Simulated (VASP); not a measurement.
Crystal: KI.

```
CELL_PARAMETERS angstrom
4.33214 0.04119 0.04119
0.04119 4.33214 0.04119
0.04119 0.04119 4.33214
ATOMIC_POSITIONS crystal
K 0.00000 0.00000 0.00000
I 0.50000 0.50000 0.50000
```

This cell differs from its parent crystal: strain along [111] +2.9%.

Program: VASP 6.6.1. Alike in all runs: task single point; potentials or basis VASP PAW PBE potentials, release 64 (K_sv, I); no spin polarisation; cell as given.

Problem. Order these runs on this cell by their band gap on the k mesh, lowest first.
A. level r2SCAN; k mesh 6 × 6 × 6; cutoff (eV) 550; smearing gaussian 0.01 eV
B. level PBE; k mesh 6 × 6 × 6; cutoff (eV) 500; smearing fermi-dirac 0.02 eV
C. level HSE06; k mesh 4 × 4 × 4; cutoff (eV) 400; smearing gaussian 0.01 eV; grid for exact exchange (PRECFOCK) Normal; screening parameter 0.2079 1/Å

Solution. B (3.26 eV), A (3.97 eV), C (4.23 eV).

Caveats: spin-orbit coupling is left out, which moves the levels of the heavy elements.

A k mesh can miss the band edges.
